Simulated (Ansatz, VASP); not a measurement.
# GaAs: VASP beside Ansatz

File INCAR:

```
SYSTEM = GaAs
  ALGO = Normal
  EDIFF = 1E-7
  ENCUT = 520
  GGA = PE
  GGA_COMPAT = .False.
  ISIF = 2
  ISMEAR = -1
  LASPH = .True.
  LCHARG = .True.
  LNONCOLLINEAR = .True.
  LORBIT = 11
  LORBMOM = .True.
  LREAL = .False.
  LSORBIT = .True.
  LVHAR = .True.
  LWAVE = .False.
  MAGMOM = 0 0 0 0 0 0
  NBANDS = 30
  NELM = 150
  PREC = Accurate
  SIGMA = 0.05
```

KPOINTS

```
k-points
0
Gamma
  11 11 11
  0 0 0
```

POSCAR

```
GaAs
1.0
    0.0000000000      2.8268500000      2.8268500000
    2.8268500000      0.0000000000      2.8268500000
    2.8268500000      2.8268500000      0.0000000000
Ga As
1 1
Direct
    0.0000000000      0.0000000000      0.0000000000
    0.7500000000      0.7500000000      0.7500000000
```

Input for Ansatz:

```yaml
crystal:
  lattice:
    - [0.0, 2.82685, 2.82685]
    - [2.82685, 0.0, 2.82685]
    - [2.82685, 2.82685, 0.0]
  atoms:
    - { symbol: Ga, position: [0.0, 0.0, 0.0] }
    - { symbol: As, position: [0.75, 0.75, 0.75] }
kpoints:
  mp_grid: { grid: [11, 11, 11] }
  band_path:
    path:
      - [0.0, 0.0, 0.0]
      - [-0.5, -0.5, 0.0]
      - [-0.375, -0.375, 0.25]
      - [-0.375, 0.0, 0.375]
      - [0.0, 0.0, 0.0]
      - [0.0, 0.0, 0.5]
      - [-0.5, -0.25, 0.25]
      - [-0.5, -0.5, 0.0]
    npoints: 5
scf:
  occupations: { method: fermi_dirac, width: 0.05 }
hamiltonian:
  xc: pbe
  pseudopotentials: { kind: all_electron, lapw: { basis_error: 0.0005 } }
output:
  forces: true
  stress: true
  eigenvalues: true
magnetization:
  noncollinear: true
  spin_orbit: true
```

Alike in both runs: task single point; functional PBE; k mesh 11 × 11 × 11; occupations fermi-dirac, width 0.05 eV; non-collinear spin, spin-orbit coupling.

|  | VASP | Ansatz |
| --- | --- | --- |
| version | VASP 6.6.1 | Ansatz 0.2.0 |
| potentials or method | VASP PAW PBE potentials, release 64 (Ga_d, As), cutoff 520 eV | all-electron LAPW |

VASP gave:

- pressure (GPa): 3.5

Question: Estimate Ansatz's values.

Answer: Pressure (GPa): 3.3.

Ansatz ran all-electron here, and VASP with PAW potentials.
